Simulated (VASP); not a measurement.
Set up this calculation in VASP 6.6.1, as the native input.

```yaml
Task: single point
Functional: PBEsol
Potentials_or_basis: VASP PAW PBE potentials, release 64 (C)
Cutoff: 520 eV
k_mesh: 2 × 2 × 2, shifted
Occupations: fermi-dirac, width 0.2241 eV
Spin: no spin polarisation
Dipole_correction: no
Further_INCAR_settings: LREAL = Auto; ALGO = Normal; EDIFF = 1e-07; NBANDS = 46
```

The structure of C lies in POSCAR:

```
C
1.0
    0.0000000000      3.6819367158     -3.6819367158
   -3.6819367158      0.0000000000     -3.6819367158
   -3.6819367158      3.6819367158      0.0000000000
C
16
Direct
    0.6889992131      0.6776339988      0.2224727265
    0.1388129508      0.6847150548      0.2586159333
    0.6600785640      0.2129788099      0.2213143687
    0.1557883919      0.1980134522      0.2574761798
    0.6596072088      0.6955146700      0.7638903700
    0.1740619270      0.7132512595      0.7506772151
    0.6552115602      0.1679525064      0.7445463384
    0.1629050270      0.1845789465      0.7500093601
    0.8049688870      0.3120983843      0.3640520203
    0.2953413065      0.3179565784      0.3625828207
    0.7957571588      0.8243755214      0.3398438367
    0.3157236503      0.7783274731      0.3940060930
    0.7714998163      0.3380556474      0.8921830421
    0.2792951317      0.3021347421      0.9107742090
    0.7846022957      0.8190442239      0.8750142245
    0.2697644139      0.8360739843      0.8713475401
```

This cell differs from its parent crystal: dynamics (nvt langevin) at 2600 K, volume x 1.1, from the last frame before.

One way to write it, as run:

INCAR

```
SYSTEM = C
PREC     = Accurate       ! precision mode
ENCUT    = 520            ! plane-wave cutoff, eV
EDIFF    = 1E-7           ! SCF threshold, eV
ISMEAR   = -1             ! smearing method
SIGMA    = 0.2241         ! smearing width, eV
LREAL    = Auto         
LASPH    = .True.         ! aspherical terms in the spheres
NELM     = 80             ! most SCF steps
ALGO     = Normal         ! electronic algorithm
ISIF     = 2              ! what is computed and relaxed
LWAVE    = .False.        ! write WAVECAR
LCHARG   = .False.        ! write CHGCAR
GGA      = PS             ! functional
NBANDS   = 46             ! bands
```

KPOINTS

```
Automatic mesh
0
Gamma
  2 2 2
  0.5 0.5 0.5
```

Potentials or basis: VASP PAW PBE potentials, release 64 (C).

Run with:

```console
$ cat potpaw_PBE.64/C/POTCAR > POTCAR
$ mpirun -np 1 vasp_std > vasp.out
```

Results of the run:

| Property | Result |
| --- | --- |
| Pressure | -27.2 GPa |
| Largest force | 6.729 eV/Å |
| Band gap on the k mesh | 3.12 eV, indirect (least direct gap 3.13 eV) |

Caveat: the k points lie up to 0.74 Å⁻¹ apart; the PAW data sets were made with another functional, which shifts forces and pressure a little.

Wall time 50 s on 1 thread of Intel(R) Xeon(R) 6975P-C (Granite Rapids), with other jobs on the host, peak memory 0.24 GiB.
